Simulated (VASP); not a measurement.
# BaTe (P6_3/mmc) in VASP: a series of runs

Runs on BaTe. Level: PBE. Tasks: single point.

All numbers are computed with VASP 6.6.1; they aren't measurements. Logs are shortened: lines on timing, memory, paths and dates and some standing lists are left out, and cuts for length are marked.

## (1) The cell of the first run

The structure is hexagonal, space group P6_3/mmc (No. 194). The conventional cell has a = 4.743 Å, b = 4.743 Å, c = 8.494 Å, α = 90.00°, β = 90.00°, γ = 120.00°. Ba (site symmetry -6m2) has 6 Te at 3.47 Å within 4.6 Å. Te (site symmetry -3m) has 6 Ba at 3.47 Å and 2 Te at 4.25 Å within 4.6 Å.

## (2) Single point, PBE (volume scaled by 0.945)

Input file INCAR:

```
PREC = Accurate
ENCUT = 520
EDIFF = 1E-6
ISMEAR = 0
SIGMA = 0.05
LREAL = F
LASPH = T
NELM = 60
ALGO = Normal
ISIF = 2
LWAVE = F
LCHARG = F
GGA = PE
NBANDS = 24
```

Input file KPOINTS:

```
regular mesh
0
Gamma
  8 8 6
```

Input file POSCAR:

```
BaTe
1.0
    4.7429519617      0.0000000000      0.0000000000
   -2.3714759809      4.1075168877      0.0000000000
    0.0000000000      0.0000000000      8.4941040446
Ba Te
2 2
Direct
    0.3333333333      0.6666666667      0.2500000000
    0.6666666667      0.3333333333      0.7500000000
    0.0000000000      0.0000000000      0.0000000000
    0.0000000000      0.0000000000      0.5000000000
```

Potentials or basis: VASP PAW PBE potentials, release 64 (Ba_sv, Te).

On the command line:

```bash
$ cat potpaw_PBE.64/Ba_sv/POTCAR potpaw_PBE.64/Te/POTCAR > POTCAR
$ mpirun -np 1 vasp_std > vasp.out
```

OUTCAR:

```text
PREC = Accurate
   ENCUT = 520
   EDIFF = 1E-6
   ISMEAR = 0
   LREAL = F
   LASPH = T
   NELM = 60
   ISIF = 2
   GGA = PE

 ion  position               nearest neighbor table
   1  0.333  0.667  0.250-   3 3.47   4 3.47   3 3.47   4 3.47   3 3.47   4 3.47
   2  0.667  0.333  0.750-   3 3.47   4 3.47   3 3.47   4 3.47   3 3.47   4 3.47
   3  0.000  0.000  0.000-   1 3.47   2 3.47   1 3.47   2 3.47   2 3.47   1 3.47
   4  0.000  0.000  0.500-   1 3.47   2 3.47   1 3.47   2 3.47   2 3.47   1 3.47

  LATTYP: Found a hexagonal cell.
 ALAT       =     4.7429519617
 C/A-ratio  =     1.7908897482

  Lattice vectors:

 A1 = (   4.7429519617,   0.0000000000,   0.0000000000)
 A2 = (  -2.3714759809,   4.1075168877,   0.0000000000)
 A3 = (   0.0000000000,   0.0000000000,   8.4941040446)

Analysis of symmetry for initial positions (statically):
=====================================================================
 Subroutine PRICEL returns:
 Original cell was already a primitive cell.

 Routine SETGRP: Setting up the symmetry group for a
 hexagonal supercell.

 Subroutine GETGRP returns: Found 24 space group operations
 (whereof 12 operations were pure point group operations)
 out of a pool of 24 trial point group operations.

The static configuration has the point symmetry D_3d.
 The point group associated with its full space group is D_6h.

Analysis of symmetry for dynamics (positions and initial velocities):
=====================================================================
 Subroutine PRICEL returns:
 Original cell was already a primitive cell.

 Routine SETGRP: Setting up the symmetry group for a
 hexagonal supercell.

 Subroutine GETGRP returns: Found 24 space group operations
 (whereof 12 operations were pure point group operations)
 out of a pool of 24 trial point group operations.

The dynamic configuration has the point symmetry D_3d.
 The point group associated with its full space group is D_6h.

 Subroutine INISYM returns: Found 24 space group operations
 (whereof 12 operations are pure point group operations),
 and found     1 'primitive' translations

----------------------------------------------------------------------------------------

                                     Primitive cell

  volume of cell :     165.4801

[... 90 lines left out ...]
   ENCUT  =  520.0 eV  38.22 Ry    6.18 a.u.   8.82  8.82 15.79*2*pi/ulx,y,z
   NELM   =     60;   NELMIN=  2; NELMDL= -5     # of ELM steps
   EDIFF  = 0.1E-05   stopping-criterion for ELM
   LREAL  =      F    real-space projection
   EDIFFG = 0.1E-04   stopping-criterion for IOM
   NSW    =      0    number of steps for IOM
   IBRION =     -1    ionic relax: 0-MD 1-quasi-New 2-CG
   NFREE  =      0    steps in history (QN), initial steepest desc. (CG)
   ISIF   =      2    stress and relaxation
   ISYM   =      2    0-nonsym 1-usesym 2-fastsym
   POTIM  = 0.5000    time-step for ionic-motion
   TEBEG  =    0.0;   TEEND  =   0.0 temperature during run
   PSTRESS=    0.0 pullay stress
   NELECT =      32.0000    total number of electrons
   NUPDOWN=      -1.0000    fix difference up-down
   EMIN   =  10.00;   EMAX   =-10.00  energy-range for DOS
   EFERMI =   0.00;   METHOD = LEGACY
   ISMEAR =     0;   SIGMA  =   0.05  broadening in eV -4-tet -1-fermi 0-gaus
   EFERMI_NEDOS =   21; number of points for ismear=-14 and -15
   IALGO  =     38    algorithm
   IMIX   =      4    mixing-type and parameters
     AMIX     =   0.40;   BMIX     =  1.00
     AMIX_MAG =   1.60;   BMIX_MAG =  1.00
  volume/ion in A,a.u.               =      41.37       279.18
  Fermi-wavevector in a.u.,A,eV,Ry     =   0.946694  1.788992 12.193942  0.896229
  Thomas-Fermi vector in A             =   2.074716
   LORBIT       =      0    0 simple, 1 ext, 2 COOP (PROOUT), +10 PAW based schemes
   GGA     = PE    functional components
   LHFCALC =     F    Hartree Fock is set to
   AEXX    =    0.0000 exact exchange contribution
   IVDW    =     0    specifies the selected vdW correction
   LEPSILON=     F    determine dielectric tensor
   LRPA    =     F    only Hartree local field effects (RPA)
 non-spin polarized calculation
 Gauss-broadening in eV      SIGMA  =   0.05
  energy-cutoff  :      520.00
  volume of cell :      165.48
 maximum number of plane-waves:      4488
 NGX is ok and might be reduce to    36
   NGX = 17   NGY = 17   NGZ = 31

 number of electron      31.9999998 magnetization

 Free energy of the ion-electron system (eV)
  ---------------------------------------------------
  ext. energy  EPLUGINS =         0.00000000
  ---------------------------------------------------
  free energy    TOTEN  =       -16.91223272 eV

  energy without entropy =      -16.91223272  energy(sigma->0) =      -16.91223272

 E-fermi :   3.2579     XC(G=0):  -8.3628

 val. band max:        2.9585884303   @ k =   0.0000   0.0000   0.0000
 cond. band min:       4.1812291265   @ k =   0.5000  -0.0000   0.0000
 fundamental gap:      1.2226406962
 Fermi energy:         3.2579331749

 k-point     1 :       0.0000    0.0000    0.0000
  band No.  band energies     occupation
      1     -24.4399      2.00000
      2     -24.4288      2.00000
      3     -10.0476      2.00000
      4      -9.6052      2.00000
      5      -9.6052      2.00000
      6      -9.6011      2.00000
[... 637 lines left out ...]
     23       7.5411      0.00000
     24       8.0669      0.00000

 [... further k-points ...]

------------------------ aborting loop because EDIFF is reached ----------------------------------------

  FORCE on cell =-STRESS in cart. coord.  units (eV):
  Direction    XX          YY          ZZ          XY          YZ          ZX
  --------------------------------------------------------------------------------------
  -------------------------------------------------------------------------------------
  Total        2.2077111      2.2077111      2.2471767     -0.0000000      0.0000000      0.0000000
  in kB       21.3750510     21.3750510     21.7571568     -0.0000000      0.0000000      0.0000000
  external PRESSURE =      21.5024196 kB  Pullay stress =       0.0000000 kB

 VOLUME and BASIS-vectors are now :
 -----------------------------------------------------------------------------
  energy-cutoff  :      520.00
  volume of cell :      165.48
      direct lattice vectors                 reciprocal lattice vectors
     4.742951962  0.000000000  0.000000000     0.210839158  0.121728045  0.000000000
    -2.371475981  4.107516888  0.000000000     0.000000000  0.243456090  0.000000000
     0.000000000  0.000000000  8.494104045     0.000000000  0.000000000  0.117728720

 POSITION                                       TOTAL-FORCE (eV/Angst)
 -----------------------------------------------------------------------------------
     -0.00000      2.73834      2.12353        -0.000000      0.000000     -0.000000
      2.37148      1.36917      6.37058         0.000000     -0.000000      0.000000
      0.00000      0.00000      0.00000        -0.000000      0.000000     -0.000000
      0.00000      0.00000      4.24705        -0.000000      0.000000     -0.000000
 -----------------------------------------------------------------------------------
    total drift:                               -0.000000      0.000000     -0.000000

  FREE ENERGIE OF THE ION-ELECTRON SYSTEM (eV)
  ---------------------------------------------------
  free  energy   TOTEN  =       -16.9122327165 eV

  energy  without entropy=      -16.9122327165  energy(sigma->0) =      -16.91223272
```

stdout:

```text
POSCAR found type information on POSCAR BaTe
 POSCAR found :  2 types and       4 ions
 scaLAPACK will be used
 LDA part: xc-table for (Slater+PW92), standard interpolation
 POSCAR, INCAR and KPOINTS ok, starting setup
 FFT: planning ... GRIDC
 FFT: planning ... GRID_SOFT
 FFT: planning ... GRID
 WAVECAR not read
 entering main loop
```

Wall time 2.1 min (1 thread of Intel Xeon Platinum 8488C (Sapphire Rapids), shared host); peak memory 0.36 GiB.

Results:

* Free energy: -16.9122 eV
* Pressure: 2.2 GPa
* Band gap on the k mesh: 1.22 eV, indirect (least direct gap 1.58 eV)

Caveat: the cell differs from its parent crystal (volume scaled by 0.945); spin-orbit coupling is left out, which moves the levels of the heavy elements. A k mesh can miss the band edges.

## (3) Single point, PBE (volume scaled by 0.960)

Input file INCAR:

```
SYSTEM = BaTe
  ALGO = Normal
  EDIFF = 1E-6
  ENCUT = 520
  GGA = PE
  ISIF = 2
  ISMEAR = 0
  LASPH = .True.
  LCHARG = .True.
  LELF = .True.
  LREAL = .False.
  LVHAR = .True.
  LWAVE = .False.
  NBANDS = 24
  NELM = 80
  PREC = Accurate
  SIGMA = 0.05
```

Input file KPOINTS:

```
k-points
0
Gamma
  8 8 6
  0 0 0
```

Input file POSCAR:

```
BaTe
1.0
    4.7773944375      0.0000000000      0.0000000000
   -2.3886972188      4.1373449468      0.0000000000
    0.0000000000      0.0000000000      8.5049595761
Ba Te
2 2
Direct
    0.3333333333      0.6666666667      0.2500000000
    0.6666666667      0.3333333333      0.7500000000
    0.0000000000      0.0000000000      0.0000000000
    0.0000000000      0.0000000000      0.5000000000
```

Potentials or basis: VASP PAW PBE potentials, release 64 (Ba_sv, Te).

On the command line:

```bash
$ cat potpaw_PBE.64/Ba_sv/POTCAR potpaw_PBE.64/Te/POTCAR > POTCAR
$ mpirun -np 1 vasp_std > vasp.out
```

It took 1.9 min on 1 thread of Intel Xeon Platinum 8488C (Sapphire Rapids), shared host; peak memory 0.36 GiB.

It converged, with:

```yaml
Free_energy: -16.9427 eV
Pressure: 1.6 GPa
Band_gap_on_the_k_mesh: 1.23 eV, indirect (least direct gap 1.58 eV)
```

Stress tensor (GPa, compression positive):
```
1.56 0.00 0.00
0.00 1.56 0.00
0.00 0.00 1.74
```

Levels at points of the mesh, in eV from the valence-band top:
```
           k point  band 12  band 13  band 14  band 15  band 16  band 17  band 18  band 19  band 20  band 21
(0.00, 0.00, 0.00)    -1.02    -1.02    -0.70    -0.70     0.00     1.96     2.31     2.64     2.64     3.07
(0.50, 0.00, 0.00)    -1.90    -1.78    -1.41    -0.73    -0.35     1.23     3.24     3.56     4.17     4.18
(0.00, 0.00, 0.50)    -1.83    -0.89    -0.89    -0.89    -0.89     3.02     3.02     3.55     3.55     3.55
(0.50, 0.00, 0.50)    -2.10    -1.52    -1.52    -1.09    -1.09     2.12     2.12     4.48     4.48     4.69
```

Caveat: the cell differs from its parent crystal (volume scaled by 0.960); spin-orbit coupling is left out, which moves the levels of the heavy elements. A k mesh can miss the band edges.

## (4) Single point, PBE (volume scaled by 0.980)

Input file INCAR:

```
  PREC = Accurate
  ENCUT = 520
  EDIFF = 1E-7
  ISMEAR = 0
  SIGMA = 0.05
  LREAL = F
  LASPH = T
  NELM = 100
  ALGO = Normal
  ISIF = 2
  LWAVE = F
  LCHARG = F
  GGA = PE
  NBANDS = 24
```

Input file KPOINTS:

```
Automatic mesh
0
Gamma
  8 8 6
```

Input file POSCAR:

```
BaTe
1.0
    4.8103430265      0.0000000000      0.0000000000
   -2.4051715133      4.1658792619      0.0000000000
    0.0000000000      0.0000000000      8.5636163232
Ba Te
2 2
Direct
    0.3333333333      0.6666666667      0.2500000000
    0.6666666667      0.3333333333      0.7500000000
    0.0000000000      0.0000000000      0.0000000000
    0.0000000000      0.0000000000      0.5000000000
```

On the command line:

```bash
$ cat potpaw_PBE.64/Ba_sv/POTCAR potpaw_PBE.64/Te/POTCAR > POTCAR
$ mpirun -np 1 vasp_std > vasp.out
```

Wall time 2.4 min (1 thread of Intel Xeon Platinum 8488C (Sapphire Rapids), shared host); peak memory 0.36 GiB.

The run converged. Its results:

```yaml
Free_energy: -16.9706 eV
Pressure: 0.9 GPa
Band_gap_on_the_k_mesh: 1.28 eV, indirect (least direct gap 1.61 eV)
```

Levels at points of the mesh, in eV from the valence-band top:
| k point | band 12 | band 13 | band 14 | band 15 | band 16 | band 17 | band 18 | band 19 | band 20 | band 21 |
| --- | --- | --- | --- | --- | --- | --- | --- | --- | --- | --- |
| (0.00, 0.00, 0.00) | -0.98 | -0.98 | -0.67 | -0.67 | 0.00 | 1.98 | 2.27 | 2.66 | 2.66 | 3.08 |
| (0.50, 0.00, 0.00) | -1.86 | -1.73 | -1.36 | -0.71 | -0.34 | 1.28 | 3.24 | 3.55 | 4.11 | 4.16 |
| (0.00, 0.00, 0.50) | -1.78 | -0.86 | -0.86 | -0.86 | -0.86 | 3.01 | 3.01 | 3.53 | 3.53 | 3.54 |
| (0.50, 0.00, 0.50) | -2.05 | -1.47 | -1.47 | -1.06 | -1.06 | 2.14 | 2.14 | 4.45 | 4.45 | 4.62 |

Caveat: the cell differs from its parent crystal (volume scaled by 0.980); spin-orbit coupling is left out, which moves the levels of the heavy elements. A k mesh can miss the band edges.

## (5) Single point, PBE

This run uses another cell than the first one, of 42.90 Å³/atom, 1.037 times its volume.

Input file INCAR:

```
ALGO = Normal ; EDIFF = 1E-7
ENCUT = 520 ; GGA = PE
ISIF = 2 ; ISMEAR = 0
LASPH = True ; LCHARG = True
LELF = True ; LREAL = False
LVHAR = True ; LWAVE = False
NBANDS = 24 ; NELM = 80
PREC = Accurate ; SIGMA = 0.05
```

Input file KPOINTS:

```
k-points
0
Gamma
  8 8 6
```

Input file POSCAR:

```
BaTe
1.0
    4.8488408938      0.0000000000      0.0000000000
   -2.4244204469      4.1992193930      0.0000000000
    0.0000000000      0.0000000000      8.4281727382
Ba Te
2 2
Direct
    0.3333333333      0.6666666667      0.2500000000
    0.6666666667      0.3333333333      0.7500000000
    0.0000000000      0.0000000000      0.0000000000
    0.0000000000      0.0000000000      0.5000000000
```

On the command line:

```bash
$ cat potpaw_PBE.64/Ba_sv/POTCAR potpaw_PBE.64/Te/POTCAR > POTCAR
$ mpirun -np 1 vasp_std > vasp.out
```

Run time: 2.5 min. Hardware: 1 thread of Intel Xeon Platinum 8488C (Sapphire Rapids), shared host; peak memory 0.36 GiB.

It converged, with:

```
Free energy            : -16.9612 eV
Pressure               : 1.0 GPa
Band gap on the k mesh : 1.16 eV, indirect (least direct gap 1.50 eV)
```

Stress tensor (GPa, compression positive):
```
0.69 0.00 0.00
0.00 0.69 0.00
0.00 0.00 1.75
```

Levels at points of the mesh, in eV from the valence-band top:
```tsv
k point	band 12	band 13	band 14	band 15	band 16	band 17	band 18	band 19	band 20	band 21
(0.00, 0.00, 0.00)	-1.18	-1.18	-0.84	-0.84	0.00	1.99	2.08	2.53	2.53	2.89
(0.50, 0.00, 0.00)	-2.01	-1.81	-1.51	-0.88	-0.34	1.16	3.13	3.53	4.04	4.09
(0.00, 0.00, 0.50)	-1.87	-1.04	-1.04	-1.04	-1.04	2.86	2.86	3.45	3.45	3.45
(0.50, 0.00, 0.50)	-2.16	-1.56	-1.56	-1.22	-1.22	2.03	2.03	4.27	4.27	4.54
```

Caveat: spin-orbit coupling is left out, which moves the levels of the heavy elements.

## (6) Single point, PBE

This run uses another cell than the first one, of 43.78 Å³/atom, 1.058 times its volume.

Input file INCAR:

```
PREC     = Accurate       # precision mode
ENCUT    = 520            # plane-wave cutoff, eV
EDIFF    = 1E-6           # SCF threshold, eV
ISMEAR   = 0              # smearing method
SIGMA    = 0.05           # smearing width, eV
LREAL    = False          # projectors in reciprocal space
LASPH    = True           # aspherical terms in the spheres
NELM     = 80             # most SCF steps
ALGO     = Normal         # electronic algorithm
ISIF     = 2              # what is computed and relaxed
LWAVE    = False          # write WAVECAR
LCHARG   = True           # write CHGCAR
GGA      = PE             # functional
LELF     = True           # ELF
LVHAR    = True         
NBANDS   = 24             # bands
```

Input file KPOINTS:

```
Automatic mesh
0
Gamma
  8 8 6
```

POSCAR, as its differences from that of step 5:

```diff
@@ -4,3 +4,3 @@
    -2.4244204469      4.1992193930      0.0000000000
-    0.0000000000      0.0000000000      8.4281727382
+    0.0000000000      0.0000000000      8.6001762635
 Ba Te
```

Potentials or basis: VASP PAW PBE potentials, release 64 (Ba_sv, Te).

On the command line:

```bash
$ cat potpaw_PBE.64/Ba_sv/POTCAR potpaw_PBE.64/Te/POTCAR > POTCAR
$ mpirun -np 1 vasp_std > vasp.out
```

OUTCAR:

```text
PREC = Accurate
   ENCUT = 520
   EDIFF = 1E-6
   ISMEAR = 0
   LREAL = False
   LASPH = True
   NELM = 80
   ISIF = 2
   GGA = PE

 ion  position               nearest neighbor table
   1  0.333  0.667  0.250-   3 3.53   4 3.53   3 3.53   4 3.53   3 3.53   4 3.53
   2  0.667  0.333  0.750-   3 3.53   4 3.53   3 3.53   4 3.53   3 3.53   4 3.53
   3  0.000  0.000  0.000-   1 3.53   2 3.53   2 3.53   1 3.53   2 3.53   1 3.53
   4  0.000  0.000  0.500-   1 3.53   2 3.53   2 3.53   1 3.53   2 3.53   1 3.53

  LATTYP: Found a hexagonal cell.
[... 851 lines left out ...]
  --------------------------------------------------------------------------------------
  -------------------------------------------------------------------------------------
  Total        0.3452509      0.3452509      0.4165051      0.0000000      0.0000000      0.0000000
  in kB        3.1588687      3.1588687      3.8108079      0.0000000      0.0000000      0.0000000
  external PRESSURE =       3.3761817 kB  Pullay stress =       0.0000000 kB

 VOLUME and BASIS-vectors are now :
 -----------------------------------------------------------------------------
  energy-cutoff  :      520.00
  volume of cell :      175.11
      direct lattice vectors                 reciprocal lattice vectors
     4.848840894  0.000000000  0.000000000     0.206234855  0.119069749  0.000000000
    -2.424420447  4.199219393  0.000000000     0.000000000  0.238139498  0.000000000
     0.000000000  0.000000000  8.600176263     0.000000000  0.000000000  0.116276687

 POSITION                                       TOTAL-FORCE (eV/Angst)
 -----------------------------------------------------------------------------------
     -0.00000      2.79948      2.15004        -0.000000     -0.000000      0.000000
      2.42442      1.39974      6.45013         0.000000      0.000000      0.000000
      0.00000      0.00000      0.00000        -0.000000     -0.000000     -0.000000
      0.00000      0.00000      4.30009         0.000000     -0.000000     -0.000000
 -----------------------------------------------------------------------------------
    total drift:                               -0.000000      0.000000     -0.000000

  FREE ENERGIE OF THE ION-ELECTRON SYSTEM (eV)
  ---------------------------------------------------
  free  energy   TOTEN  =       -16.9843964613 eV

  energy  without entropy=      -16.9843964613  energy(sigma->0) =      -16.98439646
```

Wall time 2.1 min (1 thread of Intel Xeon Platinum 8488C (Sapphire Rapids), shared host); peak memory 0.36 GiB.

Results:

| Property | Result |
| --- | --- |
| Free energy | -16.9844 eV |
| Pressure | 0.3 GPa |
| Band gap on the k mesh | 1.30 eV, indirect (least direct gap 1.63 eV) |

Levels at points of the mesh, in eV from the valence-band top:
| k point | band 13 | band 14 | band 15 | band 16 | band 17 | band 18 | band 19 | band 20 |
| --- | --- | --- | --- | --- | --- | --- | --- | --- |
| (0.00, 0.00, 0.00) | -0.97 | -0.66 | -0.66 | 0.00 | 2.00 | 2.22 | 2.66 | 2.66 |
| (0.50, 0.00, 0.00) | -1.70 | -1.33 | -0.73 | -0.32 | 1.30 | 3.22 | 3.53 | 4.05 |
| (0.00, 0.00, 0.50) | -0.85 | -0.85 | -0.85 | -0.85 | 2.97 | 2.97 | 3.49 | 3.49 |
| (0.50, 0.00, 0.50) | -1.44 | -1.44 | -1.05 | -1.05 | 2.14 | 2.14 | 4.39 | 4.39 |

Caveat: spin-orbit coupling is left out, which moves the levels of the heavy elements. A k mesh can miss the band edges.

## (7) Summary

| cell | gap on the mesh (eV) | pressure (GPa) |
| --- | --- | --- |
| a = 4.743, b = 4.743, c = 8.494 Å, angles 90.0, 90.0, 120.0°, 4 atoms | 1.22 | 2.2 |
| a = 4.777, b = 4.777, c = 8.505 Å, angles 90.0, 90.0, 120.0°, 4 atoms | 1.23 | 1.6 |
| a = 4.810, b = 4.810, c = 8.564 Å, angles 90.0, 90.0, 120.0°, 4 atoms | 1.28 | 0.9 |
| a = 4.849, b = 4.849, c = 8.428 Å, angles 90.0, 90.0, 120.0°, 4 atoms | 1.16 | 1.0 |
| a = 4.849, b = 4.849, c = 8.600 Å, angles 90.0, 90.0, 120.0°, 4 atoms | 1.30 | 0.3 |

Alike in all rows: task single point; level PBE; potentials or basis VASP PAW PBE potentials, release 64 (Ba_sv, Te); no spin polarisation; k mesh 8 × 8 × 6; cutoff (eV) 520; smearing gaussian 0.05 eV.

Caveats: spin-orbit coupling is left out, which moves the levels of the heavy elements.

Absolute energies hang on the potentials; compare differences alone.
